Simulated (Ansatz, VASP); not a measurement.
Si2C3: VASP beside Ansatz

```
CELL_PARAMETERS angstrom
-2.43774 2.43774 3.50411
2.43774 -2.43774 3.50411
2.43774 2.43774 -3.50411
ATOMIC_POSITIONS crystal
Si 0.50000 0.00000 0.50000
Si 0.00000 0.50000 0.50000
C 0.50000 0.50000 0.00000
C 0.77524 0.77524 0.00000
C 0.22476 0.22476 0.00000
```

Alike in both runs: task single point; functional PBE; k mesh 6 × 6 × 6; occupations gaussian, width 0.1 eV; no spin polarisation.

|  | VASP | Ansatz |
| --- | --- | --- |
| version | VASP 6.6.1 | Ansatz 0.2.0 |
| potentials or method | VASP PAW PBE potentials, release 64 (Si, C), cutoff 520 eV | scalar-relativistic, plane waves, PAW |
| valence electrons in the cell | 20 | 20 |

```csv
,VASP,Ansatz,Ansatz less VASP
gap on the k mesh at the Fermi level (eV),none,none,-
pressure (GPa),-27.1,-27.1,-0.01
"traceless stress, the component that is largest in VASP (GPa)",-13.25,-13.26,-0.017
rms of the force components (eV/Å),0.764,0.766,+0.0016
```

Atom by atom the forces differ by 0.002 eV/Å (rms over components). A gap of «none» marks a metal or a gap that the smearing closes. The functional is the same, so the differences come from potentials, cutoffs and numerics.
